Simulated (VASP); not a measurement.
Set up this calculation in VASP 6.6.1, as the native input.

| Item | Value |
| --- | --- |
| Task | single point |
| Functional | PBE |
| Potentials or basis | VASP PAW PBE potentials, release 64 (La, O) |
| Cutoff | 520 eV |
| k mesh | 6 × 6 × 4 |
| Occupations | gaussian, width 0.01 eV |
| Spin | no spin polarisation |
| Dipole correction | no |
| Further INCAR settings | ALGO = Normal; EDIFF = 1e-06; NBANDS = 28 |

The structure of La2O3 lies in POSCAR:

```
La2O3
1.0
    3.8230327063      0.0000000000      0.0000000000
   -1.9115163532      3.3108382528      0.0000000000
    0.0000000000      0.0000000000      5.9444142764
La O
2 3
Direct
    0.6666666667      0.3333333333      0.7537600000
    0.3333333333      0.6666666667      0.2462400000
    0.6666666667      0.3333333333      0.3541100000
    0.3333333333      0.6666666667      0.6458900000
    0.0000000000      0.0000000000      0.0000000000
```

One way to write it, as run:

INCAR

```
  PREC = Accurate
  ENCUT = 520
  EDIFF = 1E-6
  ISMEAR = 0
  SIGMA = 0.01
  LREAL = False
  LASPH = True
  NELM = 80
  ALGO = Normal
  ISIF = 2
  LWAVE = False
  LCHARG = False
  GGA = PE
  NBANDS = 28
```

KPOINTS

```
Automatic mesh
0
Gamma
  6 6 4
```

Potentials or basis: VASP PAW PBE potentials, release 64 (La, O).

The run is started by

```sh
$ cat potpaw_PBE.64/La/POTCAR potpaw_PBE.64/O/POTCAR > POTCAR
$ mpirun -np 1 vasp_std > vasp.out
```

It gave:

- Pressure: 15.2 GPa
- Largest force: 0.702 eV/Å
- Band gap on the k mesh: 3.87 eV, indirect (least direct gap 3.90 eV)

Caveat: spin-orbit coupling is left out, which moves the levels of the heavy elements.

Wall time 30 s on 1 thread of Intel(R) Xeon(R) 6975P-C (Granite Rapids) (shared host), peak memory 0.21 GiB.
